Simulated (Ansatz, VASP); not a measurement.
**Ta: VASP beside Ansatz**

```xyz
2
Lattice="0.0000 3.1034 3.1034 3.1034 0.0000 3.1034 3.1034 3.1034 0.0000" Properties=species:S:1:pos:R:3 pbc="T T T"
Ta    0.0000    0.0000    0.0000
Ta    1.5517    1.5517    1.5517
```

Change from the starting cell: volume scaled by 1.05, crystal datasets.

Alike in both runs: task electric field gradients; functional PBE; k mesh 9 × 9 × 9; occupations fermi-dirac, width 0.03 eV; no spin polarisation.

```csv
,VASP,Ansatz
version,VASP 6.6.1,Ansatz 0.2.0
potentials or method,"VASP PAW PBE potentials, release 64 (Ta_pv), cutoff 520 eV","all-electron PAW with datasets made for the crystal, scalar-relativistic"
```

Ansatz gave:

```
pressure (GPa) : -3.3
```

Q: Estimate VASP's values.

A: Pressure (GPa): -3.2.

Ansatz ran all-electron here, and VASP with PAW potentials.

Neither program's run includes spin-orbit coupling.
